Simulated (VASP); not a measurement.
# Sb2W (P-3m1) in VASP: notebook, part 2 of 2

VASP 6.6.1. The steps go on from the part before.

## Step 3: Single point, PBE (volume scaled by 1.070)

Contents of INCAR:

```
SYSTEM = Sb2W
  PREC = Accurate
  ENCUT = 520
  EDIFF = 1E-6
  ISMEAR = 0
  SIGMA = 0.05
  LREAL = .False.
  LASPH = .True.
  NELM = 80
  ALGO = Normal
  ISIF = 2
  LWAVE = .False.
  LCHARG = .False.
  GGA = PE
  NBANDS = 19
```

Contents of KPOINTS:

```
regular mesh
0
Gamma
  12 12 6
  0 0 0
```

Contents of POSCAR:

```
Sb2W
1.0
    3.3340355365      0.0000000000      0.0000000000
   -1.6670177682      2.8873594717      0.0000000000
    0.0000000000      0.0000000000      7.7631330340
W Sb
1 2
Direct
    0.0000000000      0.0000000000      0.0000000000
    0.3333333333      0.6666666667      0.2609022826
    0.6666666667      0.3333333333      0.7390977174
```

Potentials or basis: VASP PAW PBE potentials, release 64 (W_sv, Sb).

On the command line:

```console
$ cat potpaw_PBE.64/W_sv/POTCAR potpaw_PBE.64/Sb/POTCAR > POTCAR
$ mpirun -np 1 vasp_std > vasp.out
```

OUTCAR:

```text
SYSTEM = Sb2W
   PREC = Accurate
   ENCUT = 520
   EDIFF = 1E-6
   ISMEAR = 0
   LREAL = .False.
   LASPH = .True.
   NELM = 80
   ISIF = 2
   GGA = PE

 ion  position               nearest neighbor table
   1  0.000  0.000  0.000-   2 2.79   3 2.79   2 2.79   3 2.79   3 2.79   2 2.79
   2  0.333  0.667  0.261-   1 2.79   1 2.79   1 2.79
   3  0.667  0.333  0.739-   1 2.79   1 2.79   1 2.79

  LATTYP: Found a hexagonal cell.
 ALAT       =     3.3340355365
 C/A-ratio  =     2.3284493968

  Lattice vectors:

 A1 = (   3.3340355365,   0.0000000000,   0.0000000000)
 A2 = (  -1.6670177682,   2.8873594717,   0.0000000000)
 A3 = (   0.0000000000,   0.0000000000,   7.7631330340)

Analysis of symmetry for initial positions (statically):
=====================================================================
 Subroutine PRICEL returns:
 Original cell was already a primitive cell.

 Routine SETGRP: Setting up the symmetry group for a
 hexagonal supercell.

 Subroutine GETGRP returns: Found 12 space group operations
 (whereof 12 operations were pure point group operations)
 out of a pool of 24 trial point group operations.

The static configuration has the point symmetry D_3d.

Analysis of symmetry for dynamics (positions and initial velocities):
=====================================================================
 Subroutine PRICEL returns:
 Original cell was already a primitive cell.

 Routine SETGRP: Setting up the symmetry group for a
 hexagonal supercell.

 Subroutine GETGRP returns: Found 12 space group operations
 (whereof 12 operations were pure point group operations)
 out of a pool of 24 trial point group operations.

The dynamic configuration has the point symmetry D_3d.

 Subroutine INISYM returns: Found 12 space group operations
 (whereof 12 operations are pure point group operations),
 and found     1 'primitive' translations

----------------------------------------------------------------------------------------

                                     Primitive cell

  volume of cell :      74.7323

  direct lattice vectors                    reciprocal lattice vectors
     3.334035537  0.000000000  0.000000000     0.299936815  0.173168601  0.000000000
    -1.667017768  2.887359472  0.000000000     0.000000000  0.346337202  0.000000000
     0.000000000  0.000000000  7.763133034     0.000000000  0.000000000  0.128813972

  length of vectors
     3.334035537  3.334035536  7.763133034     0.346337202  0.346337202  0.128813972

  position of ions in fractional coordinates (direct lattice)
     0.000000000  0.000000000  0.000000000
     0.333333333  0.666666667  0.260902283
     0.666666667  0.333333333  0.739097717

  ion indices of the primitive-cell ions
   primitive index   ion index
                 1           1
                 2           2
                 3           3

----------------------------------------------------------------------------------------

 KPOINTS: regular mesh

Automatic generation of k-mesh.
 Grid dimensions read from file:
 generate k-points for:   12   12    6

 Generating k-lattice:

  Cartesian coordinates                     Fractional coordinates (reciprocal lattice)
     0.024994735  0.014430717  0.000000000     0.083333333  0.000000000  0.000000000
     0.000000000  0.028861433  0.000000000     0.000000000  0.083333333  0.000000000
     0.000000000  0.000000000  0.021468995     0.000000000  0.000000000  0.166666667

  Length of vectors
     0.028861433  0.028861433  0.021468995

  Shift w.r.t. Gamma in fractional coordinates (k-lattice)
     0.000000000  0.000000000  0.000000000

 Subroutine IBZKPT returns following result:
 ===========================================

 Found    100 irreducible k-points:

 Following reciprocal coordinates:
            Coordinates               Weight
  0.000000  0.000000  0.000000      1.000000
  0.083333  0.000000  0.000000      6.000000
  0.166667  0.000000  0.000000      6.000000
  0.250000  0.000000  0.000000      6.000000
  0.333333  0.000000  0.000000      6.000000
  0.416667  0.000000  0.000000      6.000000
[... 16 lines left out ...]
  0.166667  0.000000  0.166667      6.000000
  0.000000  0.166667  0.166667      6.000000
 [... further k-points ...]
   k-points           NKPTS =    100   k-points in BZ     NKDIM =    100   number of bands    NBANDS=     19
   number of dos      NEDOS =    301   number of ions     NIONS =      3
   total plane-waves  NPLWV =  47040
   dimension x,y,z NGX =    28 NGY =   28 NGZ =   60
   dimension x,y,z NGXF=    56 NGYF=   56 NGZF=  120
   ions per type =               1   2
   NGX,Y,Z   is equivalent  to a cutoff of  13.96, 13.96, 12.85 a.u.
   NGXF,Y,Z  is equivalent  to a cutoff of  27.92, 27.92, 25.70 a.u.
 SYSTEM =  Sb2W
   PREC   = accura    normal or accurate (medium, high low for compatibility)
   ISTART =      0    job   : 0-new  1-cont  2-samecut
   ICHARG =      2    charge: 1-file 2-atom 10-const
   ISPIN  =      1    spin polarized calculation?
   LNONCOLLINEAR =      F non collinear calculations
   LSORBIT =      F    spin-orbit coupling
   LASPH  =      T    aspherical Exc in radial PAW
   ENCUT  =  520.0 eV  38.22 Ry    6.18 a.u.   6.20  6.20 14.43*2*pi/ulx,y,z
   NELM   =     80;   NELMIN=  2; NELMDL= -5     # of ELM steps
   EDIFF  = 0.1E-05   stopping-criterion for ELM
   LREAL  =      F    real-space projection
   EDIFFG = 0.1E-04   stopping-criterion for IOM
   NSW    =      0    number of steps for IOM
   IBRION =     -1    ionic relax: 0-MD 1-quasi-New 2-CG
   NFREE  =      0    steps in history (QN), initial steepest desc. (CG)
   ISIF   =      2    stress and relaxation
   ISYM   =      2    0-nonsym 1-usesym 2-fastsym
   POTIM  = 0.5000    time-step for ionic-motion
   TEBEG  =    0.0;   TEEND  =   0.0 temperature during run
   PSTRESS=    0.0 pullay stress
   NELECT =      24.0000    total number of electrons
   NUPDOWN=      -1.0000    fix difference up-down
   EMIN   =  10.00;   EMAX   =-10.00  energy-range for DOS
   EFERMI =   0.00;   METHOD = LEGACY
   ISMEAR =     0;   SIGMA  =   0.05  broadening in eV -4-tet -1-fermi 0-gaus
   EFERMI_NEDOS =   21; number of points for ismear=-14 and -15
   IALGO  =     38    algorithm
   IMIX   =      4    mixing-type and parameters
     AMIX     =   0.40;   BMIX     =  1.00
     AMIX_MAG =   1.60;   BMIX_MAG =  1.00
  volume/ion in A,a.u.               =      24.91       168.11
  Fermi-wavevector in a.u.,A,eV,Ry     =   1.121095  2.118563 17.100547  1.256855
  Thomas-Fermi vector in A             =   2.257746
   LORBIT       =      0    0 simple, 1 ext, 2 COOP (PROOUT), +10 PAW based schemes
   GGA     = PE    functional components
   LHFCALC =     F    Hartree Fock is set to
   AEXX    =    0.0000 exact exchange contribution
   IVDW    =     0    specifies the selected vdW correction
   LEPSILON=     F    determine dielectric tensor
   LRPA    =     F    only Hartree local field effects (RPA)
 non-spin polarized calculation
 Gauss-broadening in eV      SIGMA  =   0.05
  energy-cutoff  :      520.00
  volume of cell :       74.73
 maximum number of plane-waves:      2032
 NGX is ok and might be reduce to    28
   NGX = 13   NGY = 13   NGZ = 29

 number of electron      24.0000002 magnetization

 Free energy of the ion-electron system (eV)
  ---------------------------------------------------
  ext. energy  EPLUGINS =         0.00000000
  ---------------------------------------------------
  free energy    TOTEN  =       -20.09211362 eV

  energy without entropy =      -20.09042728  energy(sigma->0) =      -20.09127045

 E-fermi :   8.0544     XC(G=0): -10.4867

 val. band max:        8.0511554373   @ k =  -0.0833   0.2500   0.3333
 cond. band min:       8.0808212036   @ k =   0.4167   0.1667   0.5000
 fundamental gap:      0.0296657663
 Fermi energy:         8.0543886650

 k-point     1 :       0.0000    0.0000    0.0000
  band No.  band energies     occupation
      1     -66.0384      2.00000
      2     -30.2032      2.00000
      3     -30.1920      2.00000
      4     -30.1920      2.00000
      5      -4.2418      2.00000
      6      -2.9464      2.00000
[... 11 lines left out ...]
     18      14.2081      0.00000
     19      16.0542      0.00000
[... 485 lines left out ...]
 k-point    24 :       0.0000    0.1667    0.1667
  band No.  band energies     occupation
      1     -66.0364      2.00000
      2     -30.2386      2.00000
      3     -30.2033      2.00000
      4     -30.1949      2.00000
      5      -3.6711      2.00000
      6      -2.6269      2.00000
[... 11 lines left out ...]
     18      13.5522      0.00000
     19      16.0471      0.00000

 [... further k-points ...]
[... 5 lines left out ...]
  --------------------------------------------------------------------------------------
  -------------------------------------------------------------------------------------
  Total        0.1739181      0.1739181      0.2434296      0.0000000      0.0000000      0.0000000
  in kB        3.7286124      3.7286124      5.2188618      0.0000000      0.0000000      0.0000000
  external PRESSURE =       4.2253622 kB  Pullay stress =       0.0000000 kB

 VOLUME and BASIS-vectors are now :
 -----------------------------------------------------------------------------
  energy-cutoff  :      520.00
  volume of cell :       74.73
      direct lattice vectors                 reciprocal lattice vectors
     3.334035537  0.000000000  0.000000000     0.299936815  0.173168601  0.000000000
    -1.667017768  2.887359472  0.000000000     0.000000000  0.346337202  0.000000000
     0.000000000  0.000000000  7.763133034     0.000000000  0.000000000  0.128813972

 POSITION                                       TOTAL-FORCE (eV/Angst)
 -----------------------------------------------------------------------------------
      0.00000      0.00000      0.00000        -0.000000      0.000000      0.000000
     -0.00000      1.92491      2.02542         0.000000      0.000000      0.015735
      1.66702      0.96245      5.73771        -0.000000     -0.000000     -0.015735
 -----------------------------------------------------------------------------------
    total drift:                                0.000000      0.000000      0.000000

  FREE ENERGIE OF THE ION-ELECTRON SYSTEM (eV)
  ---------------------------------------------------
  free  energy   TOTEN  =       -20.0921136181 eV

  energy  without entropy=      -20.0904272800  energy(sigma->0) =      -20.09127045
```

stdout:

```text
POSCAR found type information on POSCAR W Sb
 POSCAR found :  2 types and       3 ions
 scaLAPACK will be used
 LDA part: xc-table for (Slater+PW92), standard interpolation
 POSCAR, INCAR and KPOINTS ok, starting setup
 FFT: planning ... GRIDC
 FFT: planning ... GRID_SOFT
 FFT: planning ... GRID
 WAVECAR not read
 entering main loop
```

It took 2.3 min on 1 thread of Intel Xeon 6975P-C, shared host; peak memory 0.3 GiB.

What came out:

| Quantity | Value |
| --- | --- |
| Free energy | -20.0921 eV |
| Pressure | 0.4 GPa |
| Largest force | 0.016 eV/Å |
| Band gap on the k mesh | zero (band 12 reaches 8.30 eV, above the bottom of band 13 at 7.99 eV) |

Forces on the atoms (eV/Å):
```
W    0.000  0.000  0.000
Sb   0.000  0.000  0.016
Sb   0.000  0.000 -0.016
```

Stress tensor (GPa, compression positive):
```
0.37 0.00 0.00
0.00 0.37 0.00
0.00 0.00 0.52
```

Levels at points of the mesh, in eV from the Fermi level:
```tsv
k point	band 9	band 10	band 11	band 12	band 13	band 14	band 15	band 16
(0.00, 0.00, 0.00)	-1.22	-1.22	-1.07	0.25	0.25	4.70	4.70	4.93
(0.50, 0.00, 0.00)	-3.25	-1.70	-1.40	-1.22	1.21	1.46	2.18	3.52
(0.00, 0.00, 0.50)	-1.22	-1.22	-0.70	0.25	0.25	4.58	4.58	6.37
(0.50, 0.00, 0.50)	-3.26	-1.86	-1.44	-0.71	1.70	1.99	2.18	3.29
```

Caveat: spin-orbit coupling is left out, which moves the levels of the heavy elements.
